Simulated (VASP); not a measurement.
# Be: single point with PBE

Crystal: Be.

```
CELL_PARAMETERS angstrom
2.26567 0.00000 0.00000
-1.13284 1.96213 0.00000
0.00000 0.00000 3.55870
ATOMIC_POSITIONS crystal
Be 0.33333 0.66667 0.25000
Be 0.66667 0.33333 0.75000
```

| Item | Value |
| --- | --- |
| Program | VASP 6.6.1 |
| Task | single point |
| Functional | PBE |
| Potentials or basis | VASP PAW PBE potentials, release 64 (Be) |
| Cutoff | 520 eV |
| k mesh | 16 × 16 × 9 |
| Occupations | fermi-dirac, width 0.1 eV |
| Spin | no spin polarisation |
| Dipole correction | no |
| Further INCAR settings | ALGO = Normal; EDIFF = 1e-06; NBANDS = 9 |

- Pressure: 0.1 GPa
- Band gap on the k mesh: zero (band 2 reaches 7.95 eV, above the bottom of band 3 at 6.35 eV)

Levels at points of the mesh, in eV from the Fermi level:
| k point | band 1 | band 2 | band 3 | band 4 | band 5 |
| --- | --- | --- | --- | --- | --- |
| (0.00, 0.00, 0.00) | -11.31 | -4.37 | 1.19 | 15.98 | 15.98 |
| (0.50, 0.00, 0.00) | -4.97 | -3.10 | 3.68 | 6.54 | 6.82 |

Run time: 10 s on 1 thread of Intel(R) Xeon(R) Platinum 8488C (Sapphire Rapids), on a shared host, peak memory 0.13 GiB.
